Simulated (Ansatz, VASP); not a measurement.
**One calculation of MgB2, two programs**

```
Mg B
1.0
     3.06276    0.00000    0.00000
    -1.53138    2.65243    0.00000
     0.00000    0.00000    3.52087
Mg B
1 2
Direct
  0.00000 0.00000 0.00000
  0.66667 0.33333 0.50000
  0.33333 0.66667 0.50000
```

Alike in both runs: task relaxation of cell and atoms; functional PBE; dispersion D3(BJ); k mesh 15 × 15 × 12; occupations gaussian, width 0.1 eV; no spin polarisation.

|  | VASP | Ansatz |
| --- | --- | --- |
| version | VASP 6.6.1 | Ansatz 0.2.0 |
| potentials or method | VASP PAW PBE potentials, release 64 (Mg, B), cutoff 600 eV | scalar-relativistic, plane waves, PAW |
| valence electrons in the cell | 8 | 16 |

VASP gave:

| Item | Value |
| --- | --- |
| gap on the k mesh at the Fermi level, each at its own relaxed structure (eV) | none |
| relaxed volume (Å³/atom) | 9.29 |
| relaxed cell length with the largest relative difference (Å) | 3.470 |

Which values does Ansatz return?

gap on the k mesh at the Fermi level, each at its own relaxed structure (eV): none; relaxed volume (Å³/atom): 9.30; relaxed cell length with the largest relative difference (Å): 3.475.

A gap of «none» marks a metal or a gap that the smearing closes. VASP's potentials hold 8 valence electrons a cell and Ansatz's 16, so a difference there can come from the potentials and not from the codes.
